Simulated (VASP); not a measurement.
A run of VASP 6.6.1 is set up as follows.

Contents of INCAR:

```
PREC = Accurate
ENCUT = 520
EDIFF = 1E-6
ISMEAR = 0
SIGMA = 0.15
LREAL = F
LASPH = T
NELM = 60
ALGO = Normal
ISIF = 2
LWAVE = F
LCHARG = F
NBANDS = 10
```

Contents of KPOINTS:

```
regular mesh
0
Gamma
  22 22 22
```

The input POSCAR:

```
Ir
1.0
    0.0000000000      2.0237188411      1.7341246749
    2.0237188411      0.0000000000      1.7341246749
    2.0237188411      2.0237188411      0.0000000000
Ir
1
Direct
    0.0000000000      0.0000000000      0.0000000000
```

Potentials or basis: VASP PAW LDA potentials, release 64 (Ir).

Command:

```bash
$ cat potpaw_LDA.64/Ir/POTCAR > POTCAR
$ mpirun -np 1 vasp_std > vasp.out
```

Problem. Predict the pressure.

Solution. -3.0 GPa.

Problem. Predict the band gap on the k mesh.

Solution. Zero (an odd number of electrons rules out a gap without spin polarisation).

Stress tensor (GPa, compression positive):
```
-18.05   0.00   0.00
  0.00 -18.05   0.00
  0.00   0.00  27.20
```

Caveat: the stress differs along the axes, from -18 to 27 GPa; spin-orbit coupling is left out, which moves the levels of the heavy elements.
